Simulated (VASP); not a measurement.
A run of VASP 6.6.1:

The input INCAR:

```
PREC = Accurate
ENCUT = 600
EDIFF = 1E-6
ISMEAR = -1
SIGMA = 0.2
LREAL = F
LASPH = T
NELM = 80
ALGO = Normal
ISIF = 3
LWAVE = F
LCHARG = F
GGA = CA
IBRION = 2
NSW = 80
EDIFFG = -0.05
```

Contents of KPOINTS:

```
Automatic mesh
0
Gamma
  11 11 10
```

File POSCAR:

```
WC
1.0
    2.9065000000      0.0000000000      0.0000000000
   -1.4532500000      2.5171028361      0.0000000000
    0.0000000000      0.0000000000      2.8366000000
W C
1 1
Direct
    0.0000000000      0.0000000000      0.0000000000
    0.6666666667      0.3333333333      0.5000000000
```

Potentials or basis: VASP PAW LDA potentials, release 64 (W_sv, C).

Command:

```sh
$ cat potpaw_LDA.64/W_sv/POTCAR potpaw_LDA.64/C/POTCAR > POTCAR
$ mpirun -np 1 vasp_std > vasp.out
```

Hardware: 1 thread of Intel(R) Xeon(R) Platinum 8375C CPU @ 2.90GHz (Ice Lake) (shared host).

Question: How long does it take, and how much memory?

Answer: Run time: 28 s on 1 thread of Intel(R) Xeon(R) Platinum 8375C CPU @ 2.90GHz (Ice Lake) (shared host), peak memory 0.16 GiB. Counts: scf iterations 28, k points 96, ion steps 3.
